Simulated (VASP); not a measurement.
# TiB2 (P6/mmm) in VASP: a series of runs, part 2 of 2

VASP 6.6.1. The steps go on from the part before.

## Step 3: Relaxation of the atoms, r2SCAN

This run uses another cell than the first one, of 8.86 Å³/atom.

The input, POSCAR:

```
TiB2
1.0
    3.0647056700      0.0000000000      0.0000000000
   -1.5323528400      2.6541129700      0.0000000000
    0.0000000000      0.0000000000      3.2667747500
Ti B
1 2
Direct
    0.0000000000      0.0000000000      0.0000000000
    0.3333333300      0.6666666700      0.5000000000
    0.6666666700      0.3333333300      0.5000000000
```

The input, INCAR.step1:

```
SYSTEM = TiB2
PREC = Accurate
ENCUT = 500
ISMEAR = -1
SIGMA = 0.1
LREAL = .False.
LASPH = .True.
NELM = 120
GGA = PE
ALGO = Normal
EDIFF = 1E-5
LWAVE = .True.
LCHARG = .False.
GGA_COMPAT = .False.
IBRION = 2
EDIFFG = -0.01
NELMIN = 4
NSW = 100
```

The input, INCAR.step2:

```
SYSTEM = TiB2
PREC = Accurate
ENCUT = 500
EDIFF = 1E-7
ISMEAR = -1
SIGMA = 0.1
LREAL = .False.
LASPH = .True.
NELM = 120
ALGO = Normal
ISIF = 2
LWAVE = .False.
LCHARG = .False.
METAGGA = R2SCAN
LMIXTAU = .True.
IBRION = 2
NSW = 50
EDIFFG = -0.01
ISTART = 1
GGA_COMPAT = .False.
NELMIN = 4
```

The input, KPOINTS:

```
regular mesh
0
Gamma
  13 13 10
  0 0 0
```

Potentials or basis: VASP PAW PBE potentials, release 64 (Ti_sv, B).

On the command line:

```console
cat potpaw_PBE.64/Ti_sv/POTCAR potpaw_PBE.64/B/POTCAR > POTCAR
cp INCAR.step1 INCAR
mpirun -np 1 vasp_std > vasp.out
cp INCAR.step2 INCAR
mpirun -np 1 vasp_std > vasp.out
```

OUTCAR:

```text
SYSTEM = TiB2
   PREC = Accurate
   ENCUT = 500
   EDIFF = 1E-7
   ISMEAR = -1
   LREAL = .False.
   LASPH = .True.
   NELM = 120
   ISIF = 2
   METAGGA = R2SCAN
   IBRION = 2
   NSW = 50
   EDIFFG = -0.01
   ISTART = 1
   NELMIN = 4

 ion  position               nearest neighbor table
   1  0.000  0.000  0.000-   2 2.41   3 2.41   2 2.41   3 2.41   3 2.41   3 2.41   2 2.41   2 2.41
                             3 2.41   3 2.41   2 2.41   2 2.41
   2  0.333  0.667  0.500-   3 1.77   3 1.77   3 1.77   1 2.41   1 2.41   1 2.41   1 2.41   1 2.41
                             1 2.41
   3  0.667  0.333  0.500-   2 1.77   2 1.77   2 1.77   1 2.41   1 2.41   1 2.41   1 2.41   1 2.41
                             1 2.41

  LATTYP: Found a hexagonal cell.
 ALAT       =     3.0647056700
 C/A-ratio  =     1.0659342533

  Lattice vectors:

 A1 = (   3.0647056700,   0.0000000000,   0.0000000000)
 A2 = (  -1.5323528400,   2.6541129700,   0.0000000000)
 A3 = (   0.0000000000,   0.0000000000,   3.2667747500)

Analysis of symmetry for initial positions (statically):
=====================================================================
 Subroutine PRICEL returns:
 Original cell was already a primitive cell.

 Routine SETGRP: Setting up the symmetry group for a
 hexagonal supercell.

 Subroutine GETGRP returns: Found 24 space group operations
 (whereof 24 operations were pure point group operations)
 out of a pool of 24 trial point group operations.

The static configuration has the point symmetry D_6h.

Analysis of symmetry for dynamics (positions and initial velocities):
=====================================================================
 Subroutine PRICEL returns:
 Original cell was already a primitive cell.

 Routine SETGRP: Setting up the symmetry group for a
 hexagonal supercell.

 Subroutine GETGRP returns: Found 24 space group operations
 (whereof 24 operations were pure point group operations)
 out of a pool of 24 trial point group operations.

The dynamic configuration has the point symmetry D_6h.

 Subroutine INISYM returns: Found 24 space group operations
 (whereof 24 operations are pure point group operations),
 and found     1 'primitive' translations

----------------------------------------------------------------------------------------

                                     Primitive cell

  volume of cell :      26.5722

  direct lattice vectors                    reciprocal lattice vectors
     3.064705670  0.000000000  0.000000000     0.326295608  0.188386857  0.000000000
    -1.532352840  2.654112970  0.000000000     0.000000000  0.376773714  0.000000000
     0.000000000  0.000000000  3.266774750     0.000000000  0.000000000  0.306112321

  length of vectors
     3.064705670  3.064705677  3.266774750     0.376773714  0.376773714  0.306112321

  position of ions in fractional coordinates (direct lattice)
     0.000000000  0.000000000  0.000000000
     0.333333330  0.666666670  0.500000000
     0.666666670  0.333333330  0.500000000

  ion indices of the primitive-cell ions
   primitive index   ion index
                 1           1
                 2           2
                 3           3
[... 53 lines left out ...]
 [... further k-points ...]
   k-points           NKPTS =    126   k-points in BZ     NKDIM =    126   number of bands    NBANDS=     13
   number of dos      NEDOS =    301   number of ions     NIONS =      3
   total plane-waves  NPLWV =  13824
   dimension x,y,z NGX =    24 NGY =   24 NGZ =   24
   dimension x,y,z NGXF=    48 NGYF=   48 NGZF=   48
   ions per type =               1   2
   NGX,Y,Z   is equivalent  to a cutoff of  13.02, 13.02, 12.21 a.u.
   NGXF,Y,Z  is equivalent  to a cutoff of  26.04, 26.04, 24.43 a.u.
 SYSTEM =  TiB2
   PREC   = accura    normal or accurate (medium, high low for compatibility)
   ISTART =      1    job   : 0-new  1-cont  2-samecut
   ICHARG =      0    charge: 1-file 2-atom 10-const
   ISPIN  =      1    spin polarized calculation?
   LNONCOLLINEAR =      F non collinear calculations
   LSORBIT =      F    spin-orbit coupling
   LASPH  =      T    aspherical Exc in radial PAW
   ENCUT  =  500.0 eV  36.75 Ry    6.06 a.u.   5.59  5.59  5.96*2*pi/ulx,y,z
   NELM   =    120;   NELMIN=  4; NELMDL=  0     # of ELM steps
   EDIFF  = 0.1E-06   stopping-criterion for ELM
   LREAL  =      F    real-space projection
   EDIFFG = -.1E-01   stopping-criterion for IOM
   NSW    =     50    number of steps for IOM
   IBRION =      2    ionic relax: 0-MD 1-quasi-New 2-CG
   NFREE  =      1    steps in history (QN), initial steepest desc. (CG)
   ISIF   =      2    stress and relaxation
   ISYM   =      2    0-nonsym 1-usesym 2-fastsym
   POTIM  = 0.5000    time-step for ionic-motion
   TEBEG  =    0.0;   TEEND  =   0.0 temperature during run
   PSTRESS=    0.0 pullay stress
   NELECT =      18.0000    total number of electrons
   NUPDOWN=      -1.0000    fix difference up-down
   EMIN   =  10.00;   EMAX   =-10.00  energy-range for DOS
   EFERMI =   0.00;   METHOD = LEGACY
   ISMEAR =    -1;   SIGMA  =   0.10  broadening in eV -4-tet -1-fermi 0-gaus
   EFERMI_NEDOS =   21; number of points for ismear=-14 and -15
   IALGO  =     38    algorithm
   IMIX   =      4    mixing-type and parameters
     AMIX     =   0.40;   BMIX     =  1.00
     AMIX_MAG =   1.60;   BMIX_MAG =  1.00
  volume/ion in A,a.u.               =       8.86        59.77
  Fermi-wavevector in a.u.,A,eV,Ry     =   1.437772  2.716994 28.125786  2.067187
  Thomas-Fermi vector in A             =   2.556812
   LORBIT       =      0    0 simple, 1 ext, 2 COOP (PROOUT), +10 PAW based schemes
   METAGGA = R2SCAN    functional components
   LHFCALC =     F    Hartree Fock is set to
   AEXX    =    0.0000 exact exchange contribution
   IVDW    =     0    specifies the selected vdW correction
   LEPSILON=     F    determine dielectric tensor
   LRPA    =     F    only Hartree local field effects (RPA)
 conjugate gradient relaxation of ions
 non-spin polarized calculation
  energy-cutoff  :      500.00
  volume of cell :       26.57
 maximum number of plane-waves:       696
 NGX is ok and might be reduce to    24
   NGX = 11   NGY = 11   NGZ = 11

 number of electron      18.0000001 magnetization

 Free energy of the ion-electron system (eV)
  ---------------------------------------------------
  ext. energy  EPLUGINS =         0.00000000
  ---------------------------------------------------
  free energy    TOTEN  =       -30.95121836 eV

  energy without entropy =      -30.93879492  energy(sigma->0) =      -30.94500664

 E-fermi :   9.7753     XC(G=0): -13.5532

 val. band max:        9.7481247758   @ k =   0.2308   0.2308   0.0000
 cond. band min:       9.8049247269   @ k =   0.0769   0.0000   0.4000
 fundamental gap:      0.0567999511
 Fermi energy:         9.7752940112

 k-point     1 :       0.0000    0.0000    0.0000
  band No.  band energies     occupation
      1     -49.7245      2.00000
      2     -25.0297      2.00000
      3     -24.7251      2.00000
      4     -24.7251      2.00000
      5      -4.5143      2.00000
      6       7.0720      2.00000
      7       7.0720      2.00000
      8       7.1788      2.00000
      9       7.6619      2.00000
     10      11.6453      0.00000
     11      11.6453      0.00000
     12      13.4458      0.00000
     13      13.4458      0.00000
[... 354 lines left out ...]
  band No.  band energies     occupation
      1     -49.7129      2.00000
      2     -25.0329      2.00000
      3     -24.8058      2.00000
      4     -24.7423      2.00000
      5      -3.9309      2.00000
      6       5.8095      2.00000
      7       6.1179      2.00000
      8       6.9804      2.00000
      9       8.4428      2.00000
     10      11.1519      0.00000
     11      11.6363      0.00000
     12      12.7862      0.00000
     13      12.7932      0.00000

 [... further k-points ...]

------------------------ aborting loop because EDIFF is reached ----------------------------------------

  FORCE on cell =-STRESS in cart. coord.  units (eV):
  Direction    XX          YY          ZZ          XY          YZ          ZX
  --------------------------------------------------------------------------------------
  -------------------------------------------------------------------------------------
  Total       -1.5973690     -1.5973690     -1.2427578      0.0000000      0.0000000      0.0000000
  in kB      -96.3137872    -96.3137875    -74.9324128      0.0000002      0.0000000      0.0000000
  external PRESSURE =     -89.1866625 kB  Pullay stress =       0.0000000 kB

 VOLUME and BASIS-vectors are now :
 -----------------------------------------------------------------------------
  energy-cutoff  :      500.00
  volume of cell :       26.57
      direct lattice vectors                 reciprocal lattice vectors
     3.064705670  0.000000000  0.000000000     0.326295608  0.188386857  0.000000000
    -1.532352840  2.654112970  0.000000000     0.000000000  0.376773714  0.000000000
     0.000000000  0.000000000  3.266774750     0.000000000  0.000000000  0.306112321

 POSITION                                       TOTAL-FORCE (eV/Angst)
 -----------------------------------------------------------------------------------
      0.00000      0.00000      0.00000        -0.000000      0.000000     -0.000000
     -0.00000      1.76941      1.63339         0.000000     -0.000000     -0.000000
      1.53235      0.88470      1.63339        -0.000000      0.000000      0.000000
 -----------------------------------------------------------------------------------
    total drift:                                0.000000     -0.000000     -0.000000

  FREE ENERGIE OF THE ION-ELECTRON SYSTEM (eV)
  ---------------------------------------------------
  free  energy   TOTEN  =       -30.9512183576 eV

  energy  without entropy=      -30.9387949195  energy(sigma->0) =      -30.94500664

 reached required accuracy - stopping structural energy minimisation
```

Run time: 2.3 min. Hardware: 1 thread of Intel Xeon Platinum 8488C (Sapphire Rapids), shared host; peak memory 0.18 GiB.

What came out:

```
Free energy             : -30.9512 eV
Pressure after relaxing : -8.9 GPa
Band gap on the k mesh  : zero (bands 9 and 10 overlap by 0.52 eV)
```

Stress tensor (GPa, compression positive):
```
-9.63  0.00  0.00
 0.00 -9.63  0.00
 0.00  0.00 -7.49
```

Final structure:
```
CELL_PARAMETERS angstrom
3.06471 0.00000 0.00000
-1.53235 2.65411 0.00000
0.00000 0.00000 3.26677
ATOMIC_POSITIONS crystal
Ti 0.00000 0.00000 0.00000
B 0.33333 0.66667 0.50000
B 0.66667 0.33333 0.50000
```

Caveat: the relaxation stopped at its first step, so nothing moved; the PAW data sets were made with another functional, which shifts forces and pressure a little.

## Step 4: Single point, LDA

This run uses another cell than the first one, of 8.18 Å³/atom.

The input, INCAR:

```
SYSTEM = TiB2
  PREC = Accurate
  ENCUT = 500
  EDIFF = 1E-6
  ISMEAR = -1
  SIGMA = 0.1
  LREAL = .FALSE.
  LASPH = .TRUE.
  NELM = 120
  ALGO = Normal
  ISIF = 2
  LWAVE = .FALSE.
  LCHARG = .FALSE.
  GGA = CA
  NBANDS = 16
  GGA_COMPAT = .FALSE.
```

The input, KPOINTS:

```
Automatic mesh
0
G
  12 12 10
  0 0 0
```

The input, POSCAR:

```
TiB2
1.0
    2.9941027198      0.0000000000      0.0000000000
   -1.4970513599      2.5929690168      0.0000000000
    0.0000000000      0.0000000000      3.1598652993
Ti B
1 2
Direct
    0.0000000000      0.0000000000      0.0000000000
    0.3333333333      0.6666666667      0.5000000000
    0.6666666667      0.3333333333      0.5000000000
```

Potentials or basis: VASP PAW LDA potentials, release 64 (Ti_sv, B).

On the command line:

```console
cat potpaw_LDA.64/Ti_sv/POTCAR potpaw_LDA.64/B/POTCAR > POTCAR
mpirun -np 1 vasp_std > vasp.out
```

Run time: 55 s. Hardware: 1 thread of AMD EPYC 7R13, shared host; peak memory 0.13 GiB.

The run converged. Its results:

```
Free energy            : -26.9269 eV
Pressure               : 0.6 GPa
Band gap on the k mesh : zero (bands 9 and 10 overlap by 0.56 eV)
```

Levels at points of the mesh, in eV from the Fermi level:
```tsv
k point	band 7	band 8	band 9	band 10	band 11	band 12
(0.00, 0.00, 0.00)	-2.75	-2.20	-2.16	2.01	2.01	3.91
(0.50, 0.00, 0.00)	-3.31	-3.27	-2.38	1.43	2.87	3.40
(0.00, 0.00, 0.50)	-0.57	-0.57	-0.25	-0.25	0.44	0.44
(0.50, 0.00, 0.50)	-4.82	-3.95	-3.07	2.69	3.08	4.88
```

## Step 5: Single point, PBEsol

This run uses another cell than the first one, of 8.37 Å³/atom.

The input, INCAR:

```
PREC = Accurate
ENCUT = 500
EDIFF = 1E-6
ISMEAR = -1
SIGMA = 0.1
LREAL = F
LASPH = T
NELM = 120
ALGO = Normal
ISIF = 2
LWAVE = F
LCHARG = F
GGA = PS
NBANDS = 16
GGA_COMPAT = F
```

The input, KPOINTS:

```
regular mesh
0
Gamma
  12 12 10
```

The input, POSCAR:

```
TiB2
1.0
    3.0173611421      0.0000000000      0.0000000000
   -1.5086805710      2.6131114014      0.0000000000
    0.0000000000      0.0000000000      3.1853367791
Ti B
1 2
Direct
    0.0000000000      0.0000000000      0.0000000000
    0.3333333333      0.6666666667      0.5000000000
    0.6666666667      0.3333333333      0.5000000000
```

Potentials or basis: VASP PAW PBE potentials, release 64 (Ti_sv, B).

On the command line:

```console
cat potpaw_PBE.64/Ti_sv/POTCAR potpaw_PBE.64/B/POTCAR > POTCAR
mpirun -np 1 vasp_std > vasp.out
```

It took 61 s on 1 thread of AMD EPYC 7R13, shared host; peak memory 0.14 GiB.

The run converged. Its results:

| Quantity | Value |
| --- | --- |
| Free energy | -25.7981 eV |
| Pressure | 0.4 GPa |
| Band gap on the k mesh | zero (bands 9 and 10 overlap by 0.55 eV) |

Stress tensor (GPa, compression positive):
```
0.48 0.00 0.00
0.00 0.48 0.00
0.00 0.00 0.36
```

Levels at points of the mesh, in eV from the Fermi level:
```tsv
k point	band 5	band 6	band 7	band 8	band 9	band 10	band 11	band 12	band 13	band 14
(0.00, 0.00, 0.00)	-13.57	-2.70	-2.70	-2.20	-2.18	1.96	1.96	3.84	3.84	5.79
(0.50, 0.00, 0.00)	-9.46	-9.23	-3.30	-3.22	-2.35	1.40	2.81	3.32	3.50	7.63
(0.00, 0.00, 0.50)	-11.53	-7.69	-0.55	-0.55	-0.25	-0.25	0.44	0.44	1.80	6.55
(0.50, 0.00, 0.50)	-9.80	-7.53	-4.75	-3.92	-3.15	2.63	3.01	4.72	4.79	5.48
```

Caveat: the PAW data sets were made with another functional, which shifts forces and pressure a little.

## Step 6: The runs side by side

```tsv
task	level	potentials or basis	cell	k mesh	gap on the mesh (eV)	pressure (GPa)
relaxation of the atoms	r2SCAN	VASP PAW PBE potentials, release 64 (Ti_sv, B)	atoms relaxed from a = 3.045, b = 3.045, c = 3.246 Å, angles 90.0, 90.0, 120.0°, 3 atoms	13 × 13 × 10	none	-4.3
relaxation of the atoms	r2SCAN	VASP PAW PBE potentials, release 64 (Ti_sv, B)	atoms relaxed from a = 3.065, b = 3.065, c = 3.267 Å, angles 90.0, 90.0, 120.0°, 3 atoms	13 × 13 × 10	none	-8.9
single point	LDA	VASP PAW LDA potentials, release 64 (Ti_sv, B)	a = 2.994, b = 2.994, c = 3.160 Å, angles 90.0, 90.0, 120.0°, 3 atoms	12 × 12 × 10	none	0.6
single point	PBEsol	VASP PAW PBE potentials, release 64 (Ti_sv, B)	a = 3.017, b = 3.017, c = 3.185 Å, angles 90.0, 90.0, 120.0°, 3 atoms	12 × 12 × 10	none	0.4
```

Alike in all rows: no spin polarisation; cutoff (eV) 500; smearing fermi-dirac 0.1 eV.

Caveats: the PAW data sets were made with another functional, which shifts forces and pressure a little (at least some runs); the relaxation stopped at its first step, so nothing moved (at least some runs).

Total energies depend on the potentials used, so only differences within one code and one set of settings carry meaning.
